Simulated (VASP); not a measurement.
# Pt (Immm) in VASP: further runs

Runs on Pt. Level: PBEsol. Tasks: single point.

Program: VASP 6.6.1. These are calculated values, not measurements. Logs are shortened: lines on timing, memory, paths and dates and some standing lists are left out, and cuts for length are marked.

## 1. The cell of the first run

The structure is orthorhombic, space group Immm (No. 71). The conventional cell has a = 2.996 Å, b = 3.121 Å, c = 3.246 Å, α = 90.00°, β = 90.00°, γ = 90.00°. Within 3.6 Å of Pt (site symmetry mmm) lie 14 Pt at 2.70 to 3.25 Å.

## 2. Single point, PBEsol (strain -0.0400 x Voigt [1, -1, 0, 0, 0, 0])

The input, INCAR:

```
PREC     = Accurate       # precision mode
ENCUT    = 520            # plane-wave cutoff, eV
EDIFF    = 1E-7           # SCF threshold, eV
ISMEAR   = 0              # smearing method
SIGMA    = 0.15           # smearing width, eV
LREAL    = False          # projectors in reciprocal space
LASPH    = True           # aspherical terms in the spheres
NELM     = 80             # most SCF steps
ALGO     = Fast           # electronic algorithm
ISIF     = 2              # what is computed and relaxed
LWAVE    = False          # write WAVECAR
LCHARG   = False          # write CHGCAR
GGA      = PS             # functional
NBANDS   = 11             # bands
```

The input, KPOINTS:

```
Automatic mesh
0
Gamma
  26 26 26
```

The input, POSCAR:

```
Pt
1.0
   -1.4980517772      1.6228894252      1.5604706012
    1.4980517772     -1.6228894252      1.5604706012
    1.4980517772      1.6228894252     -1.5604706012
Pt
1
Direct
    0.0000000000      0.0000000000      0.0000000000
```

Potentials or basis: VASP PAW PBE potentials, release 64 (Pt).

Started as:

```
$ cat potpaw_PBE.64/Pt/POTCAR > POTCAR
$ mpirun -np 1 vasp_std > vasp.out
```

OUTCAR:

```text
PREC = Accurate
   ENCUT = 520
   EDIFF = 1E-7
   ISMEAR = 0
   LREAL = False
   LASPH = True
   NELM = 80
   ISIF = 2
   GGA = PS

 ion  position               nearest neighbor table
   1  0.000  0.000  0.000-

  LATTYP: Found a body centered orthorhombic cell.
 ALAT       =     2.9961035544
 B/A-ratio  =     1.0416666666
 C/A-ratio  =     1.0833333333

  Lattice vectors:

 A1 = (  -1.4980517772,  -1.6228894252,   1.5604706012)
 A2 = (   1.4980517772,  -1.6228894252,  -1.5604706012)
 A3 = (   1.4980517772,   1.6228894252,   1.5604706012)

Analysis of symmetry for initial positions (statically):
=====================================================================
 Subroutine PRICEL returns:
 Original cell was already a primitive cell.

 Routine SETGRP: Setting up the symmetry group for a
 body centered orthorhombic supercell.

 Subroutine GETGRP returns: Found  8 space group operations
 (whereof  8 operations were pure point group operations)
 out of a pool of  8 trial point group operations.

The static configuration has the point symmetry D_2h.

Analysis of symmetry for dynamics (positions and initial velocities):
=====================================================================
 Subroutine PRICEL returns:
 Original cell was already a primitive cell.

 Routine SETGRP: Setting up the symmetry group for a
 body centered orthorhombic supercell.

 Subroutine GETGRP returns: Found  8 space group operations
 (whereof  8 operations were pure point group operations)
 out of a pool of  8 trial point group operations.

The dynamic configuration has the point symmetry D_2h.

 Subroutine INISYM returns: Found  8 space group operations
 (whereof  8 operations are pure point group operations),
 and found     1 'primitive' translations

----------------------------------------------------------------------------------------

                                     Primitive cell

  volume of cell :      15.1751

  direct lattice vectors                    reciprocal lattice vectors
    -1.498051777  1.622889425  1.560470601     0.000000000  0.308092463  0.320416161
     1.498051777 -1.622889425  1.560470601     0.333766835  0.000000000  0.320416161
     1.498051777  1.622889425 -1.560470601     0.333766835  0.308092463  0.000000000

  length of vectors
     2.704255482  2.704255482  2.704255482     0.444508135  0.462673553  0.454226007

  position of ions in fractional coordinates (direct lattice)
     0.000000000  0.000000000  0.000000000

[... 82 lines left out ...]
   ISYM   =      2    0-nonsym 1-usesym 2-fastsym
   POTIM  = 0.5000    time-step for ionic-motion
   TEBEG  =    0.0;   TEEND  =   0.0 temperature during run
   PSTRESS=    0.0 pullay stress
   NELECT =      10.0000    total number of electrons
   NUPDOWN=      -1.0000    fix difference up-down
   EMIN   =  10.00;   EMAX   =-10.00  energy-range for DOS
   EFERMI =   0.00;   METHOD = LEGACY
   ISMEAR =     0;   SIGMA  =   0.15  broadening in eV -4-tet -1-fermi 0-gaus
   EFERMI_NEDOS =   21; number of points for ismear=-14 and -15
   IALGO  =     68    algorithm
   IMIX   =      4    mixing-type and parameters
     AMIX     =   0.40;   BMIX     =  1.00
     AMIX_MAG =   1.60;   BMIX_MAG =  1.00
  volume/ion in A,a.u.               =      15.18       102.41
  Fermi-wavevector in a.u.,A,eV,Ry     =   1.424616  2.692133 27.613430  2.029530
  Thomas-Fermi vector in A             =   2.545088
   LORBIT       =      0    0 simple, 1 ext, 2 COOP (PROOUT), +10 PAW based schemes
   GGA     = PS    functional components
   LHFCALC =     F    Hartree Fock is set to
   AEXX    =    0.0000 exact exchange contribution
   IVDW    =     0    specifies the selected vdW correction
   LEPSILON=     F    determine dielectric tensor
   LRPA    =     F    only Hartree local field effects (RPA)
 non-spin polarized calculation
 RMM-DIIS sequential band-by-band and
 Gauss-broadening in eV      SIGMA  =   0.15
  energy-cutoff  :      520.00
  volume of cell :       15.18
 maximum number of plane-waves:       422
   NGX = 11   NGY = 11   NGZ = 11

 number of electron      10.0000001 magnetization

 Free energy of the ion-electron system (eV)
  ---------------------------------------------------
  ext. energy  EPLUGINS =         0.00000000
  ---------------------------------------------------
  free energy    TOTEN  =        -6.87290804 eV

  energy without entropy =       -6.86207565  energy(sigma->0) =       -6.86749184

 E-fermi :  10.7900     XC(G=0): -13.5845

 val. band max:       10.7894034949   @ k =   0.5000   0.4615  -0.0000
 cond. band min:      10.7900303124   @ k =  -0.3462  -0.4615   0.1538
 fundamental gap:      0.0006268175
 Fermi energy:        10.7899558444

 k-point     1 :       0.0000    0.0000    0.0000
  band No.  band energies     occupation
      1       0.7624      2.00000
      2       6.7051      2.00000
      3       7.0982      2.00000
      4       7.4230      2.00000
      5       9.2390      2.00000
      6      10.0508      2.00000
      7      27.1054      0.00000
      8      27.7990      0.00000
      9      28.6952      0.00000
     10      37.2062      0.00000
     11      37.8473      0.00000
[... 309 lines left out ...]
 k-point    24 :       0.3462    0.0385    0.0000
  band No.  band energies     occupation
      1       3.7012      2.00000
      2       6.1415      2.00000
      3       8.1178      2.00000
      4       9.0409      2.00000
      5       9.9533      2.00000
      6      10.8816      0.38749
      7      20.2679      0.00000
      8      25.3185      0.00000
      9      29.7141      0.00000
     10      34.4123      0.00000
     11      35.2102      0.00000

 [... further k-points ...]

------------------------ aborting loop because EDIFF is reached ----------------------------------------

  FORCE on cell =-STRESS in cart. coord.  units (eV):
  Direction    XX          YY          ZZ          XY          YZ          ZX
  --------------------------------------------------------------------------------------
  -------------------------------------------------------------------------------------
  Total       -0.3803300      0.3138374      0.0579582      0.0000000      0.0000000      0.0000000
  in kB      -40.1550156     33.1347705      6.1191945      0.0000000      0.0000000      0.0000000
  external PRESSURE =      -0.3003502 kB  Pullay stress =       0.0000000 kB

 VOLUME and BASIS-vectors are now :
 -----------------------------------------------------------------------------
  energy-cutoff  :      520.00
  volume of cell :       15.18
      direct lattice vectors                 reciprocal lattice vectors
    -1.498051777  1.622889425  1.560470601     0.000000000  0.308092463  0.320416161
     1.498051777 -1.622889425  1.560470601     0.333766835  0.000000000  0.320416161
     1.498051777  1.622889425 -1.560470601     0.333766835  0.308092463  0.000000000

 POSITION                                       TOTAL-FORCE (eV/Angst)
 -----------------------------------------------------------------------------------
      0.00000      0.00000      0.00000         0.000000     -0.000000      0.000000
 -----------------------------------------------------------------------------------
    total drift:                                0.000000     -0.000000      0.000000

  FREE ENERGIE OF THE ION-ELECTRON SYSTEM (eV)
  ---------------------------------------------------
  free  energy   TOTEN  =        -6.8729080413 eV

  energy  without entropy=       -6.8620756475  energy(sigma->0) =       -6.86749184
```

OSZICAR:

```text
N       E                     dE             d eps       ncg     rms          rms(c)
DAV:   1     0.389688025525E+02    0.38969E+02   -0.53666E+03 55530   0.846E+02
DAV:   2    -0.670832739215E+01   -0.45677E+02   -0.43840E+02 61713   0.177E+02
DAV:   3    -0.730683485705E+01   -0.59851E+00   -0.59611E+00 63877   0.193E+01
DAV:   4    -0.730910536818E+01   -0.22705E-02   -0.22704E-02 63110   0.139E+00
DAV:   5    -0.730912300729E+01   -0.17639E-04   -0.17640E-04 64342   0.113E-01    0.127E+01
RMM:   6    -0.691896132998E+01    0.39016E+00   -0.37488E-01 54542   0.517E+00    0.653E+00
RMM:   7    -0.687688342474E+01    0.42078E-01   -0.71080E-02 57478   0.240E+00    0.246E+00
RMM:   8    -0.687326142624E+01    0.36220E-02   -0.88519E-03 59128   0.850E-01    0.642E-01
RMM:   9    -0.687289097078E+01    0.37046E-03   -0.10096E-03 63789   0.275E-01    0.467E-02
RMM:  10    -0.687290679225E+01   -0.15821E-04   -0.14771E-04 63827   0.936E-02    0.513E-02
RMM:  11    -0.687290874265E+01   -0.19504E-05   -0.19591E-05 65855   0.317E-02    0.298E-02
RMM:  12    -0.687290781711E+01    0.92554E-06   -0.85506E-06 62283   0.231E-02    0.287E-03
RMM:  13    -0.687290797984E+01   -0.16273E-06   -0.17061E-06 63445   0.836E-03    0.409E-03
RMM:  14    -0.687290804128E+01   -0.61445E-07   -0.19792E-07 47397   0.295E-03
   1 F= -.68729080E+01 E0= -.68674918E+01  d E =-.108324E-01
```

stdout:

```text
POSCAR found type information on POSCAR Pt
 POSCAR found :  1 types and       1 ions
 scaLAPACK will be used
 -----------------------------------------------------------------------------
|                                                                             |
|                                                                             |
|     You enforced a specific xc type in the INCAR file but a different       |
|     I HOPE YOU KNOW WHAT YOU ARE DOING!                                     |
|                                                                             |
 -----------------------------------------------------------------------------

 LDA part: xc-table for (Slater+PW92), standard interpolation
 POSCAR, INCAR and KPOINTS ok, starting setup
 FFT: planning ... GRIDC
 FFT: planning ... GRID_SOFT
 FFT: planning ... GRID
 WAVECAR not read
 entering main loop
WARNING in EDDRMM: call to ZHEGV failed, returncode =   8  4     10
```

Wall time 5.6 min (1 thread of Oxide Virtual Turin-like, shared host); peak memory 0.45 GiB.

Results:

- Free energy: -6.8729 eV
- Pressure: 0.0 GPa
- Band gap on the k mesh: zero (bands 5 and 6 overlap by 2.31 eV)

Caveat: the cell differs from its parent crystal (strain -0.0400 x Voigt [1, -1, 0, 0, 0, 0]); the stress differs along the axes, from -4 to 3 GPa; the PAW data sets were made with another functional, which shifts forces and pressure a little; spin-orbit coupling is left out, which moves the levels of the heavy elements.

## 3. Single point, PBEsol (strain +0.0350 x Voigt [1, -1, 0, 0, 0, 0])

The input, INCAR:

```
SYSTEM = Pt
PREC = Accurate
ENCUT = 520
EDIFF = 1E-6
ISMEAR = 0
SIGMA = 0.15
LREAL = .False.
LASPH = .True.
NELM = 80
ALGO = Fast
ISIF = 2
LWAVE = .False.
LCHARG = .True.
GGA = PS
LELF = .True.
LVHAR = .True.
NBANDS = 11
```

The input, KPOINTS:

```
Automatic mesh
0
Gamma
  26 26 26
  0 0 0
```

The input, POSCAR:

```
Pt
1.0
   -1.6150870722      1.5058541302      1.5604706012
    1.6150870722     -1.5058541302      1.5604706012
    1.6150870722      1.5058541302     -1.5604706012
Pt
1
Direct
    0.0000000000      0.0000000000      0.0000000000
```

Potentials or basis: VASP PAW PBE potentials, release 64 (Pt).

Started as:

```
$ cat potpaw_PBE.64/Pt/POTCAR > POTCAR
$ mpirun -np 1 vasp_std > vasp.out
```

It took 4.3 min on 1 thread of Oxide Virtual Turin-like, shared host; peak memory 0.45 GiB.

Results (log left out):

```yaml
Free_energy: -6.8696 eV
Pressure: -0.1 GPa
Band_gap_on_the_k_mesh: zero (bands 5 and 6 overlap by 2.33 eV)
```

Stress tensor (GPa, compression positive):
```
 2.92  0.00  0.00
 0.00 -3.61  0.00
 0.00  0.00  0.39
```

Levels at points of the mesh, in eV from the Fermi level:
```tsv
k point	band 2	band 3	band 4	band 5	band 6	band 7	band 8	band 9
(0.00, 0.00, 0.00)	-4.04	-3.70	-3.41	-1.48	-0.77	16.40	17.02	17.79
(0.50, 0.00, 0.00)	-5.58	-0.96	-0.46	0.29	1.16	6.90	12.85	15.28
(0.00, 0.50, 0.00)	-4.90	-1.74	-0.84	-0.18	1.02	6.27	13.62	17.00
(0.50, 0.50, 0.00)	-5.26	-1.45	-0.51	0.06	1.07	6.60	13.21	16.10
(0.50, 0.50, 0.50)	-6.50	0.44	0.54	0.65	6.63	7.65	8.78	13.12
```

Caveat: the cell differs from its parent crystal (strain +0.0350 x Voigt [1, -1, 0, 0, 0, 0]); the stress differs along the axes, from -4 to 3 GPa; the PAW data sets were made with another functional, which shifts forces and pressure a little; spin-orbit coupling is left out, which moves the levels of the heavy elements.
